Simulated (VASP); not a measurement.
# TiAl3: single point with r2SCAN

The system is TiAl3, a slab with vacuum.

```
CELL_PARAMETERS angstrom
3.82400 0.00000 0.00000
0.00000 3.82400 0.00000
0.00000 0.00000 25.70479
ATOMIC_POSITIONS crystal
Al 0.50000 0.00000 0.29177
Al 0.00000 0.50000 0.29177
Al 0.00000 0.00000 0.37506
Al 0.00000 0.50000 0.45835
Al 0.50000 0.00000 0.45835
Al 0.50000 0.50000 0.54165
Al 0.50000 0.00000 0.62494
Al 0.00000 0.50000 0.62494
Al 0.00000 0.00000 0.70823
Ti 0.50000 0.50000 0.37506
Ti 0.00000 0.00000 0.54165
Ti 0.50000 0.50000 0.70823
```

```
Program                : VASP 6.6.1
Task                   : single point
Functional             : r2SCAN
Potentials or basis    : VASP PAW PBE potentials, release 64 (Al, Ti_sv)
Cutoff                 : 520 eV
k mesh                 : 9 × 9 × 1
Occupations            : fermi-dirac, width 0.3 eV
Spin                   : no spin polarisation
Dipole correction      : yes
Further INCAR settings : ALGO = Normal; EDIFF = 1e-07; NBANDS = 44
```

```
Largest force          : 0.415 eV/Å
Band gap on the k mesh : zero (an odd number of electrons rules out a gap without spin polarisation)
```

Forces on the atoms (eV/Å):
```
Al   0.000  0.000  0.281
Al   0.000  0.000  0.281
Al   0.000  0.000 -0.021
Al   0.000  0.000 -0.018
Al   0.000  0.000 -0.018
Al   0.000  0.000  0.037
Al   0.000  0.000  0.142
Al   0.000  0.000  0.142
Al   0.000  0.000 -0.058
Ti   0.000  0.000 -0.415
Ti   0.000  0.000 -0.093
Ti   0.000  0.000 -0.259
```

Levels at points of the mesh, in eV from the Fermi level:
| k point | band 28 | band 29 | band 30 | band 31 | band 32 | band 33 | band 34 | band 35 |
| --- | --- | --- | --- | --- | --- | --- | --- | --- |
| (0.00, 0.00, 0.00) | -0.78 | -0.78 | -0.33 | 0.07 | 0.75 | 0.78 | 0.78 | 0.81 |

It took 51 min on 1 thread of Intel(R) Xeon(R) Platinum 8259CL CPU @ 2.50GHz (Skylake/Cascade Lake) (shared host), peak memory 0.55 GiB.

Caveat: so wide a smearing shifts energies and pressures; the PAW data sets were made with another functional, which shifts forces and pressure a little.
